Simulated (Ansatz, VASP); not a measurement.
**One calculation of BN, two programs**

```
CELL_PARAMETERS angstrom
2.48834 0.00000 0.00000
-1.24417 2.15497 0.00000
0.00000 0.00000 6.49548
ATOMIC_POSITIONS crystal
B 0.33359 0.66641 0.25000
B 0.66641 0.33359 0.75000
N 0.33422 0.66578 0.75000
N 0.66578 0.33422 0.25000
```

Alike in both runs: task single point; functional LDA; k mesh 13 × 13 × 5; occupations fermi-dirac, width 0.01 eV; no spin polarisation.

|  | VASP | Ansatz |
| --- | --- | --- |
| version | VASP 6.6.1 | Ansatz 0.2.0 |
| potentials or method | VASP PAW LDA potentials, release 64 (B, N), cutoff 600 eV | plane-wave PAW DFT |
| valence electrons in the cell | 16 | 16 |

```tsv
	VASP	Ansatz	Ansatz less VASP
gap on the k mesh at the Fermi level (eV)	4.07	4.08	+0.011
```

Ansatz warns that its potentials were made for another functional, while VASP's fit it. LDA's correlation is that of Perdew and Zunger in VASP and of Perdew and Wang (1992) in Ansatz.
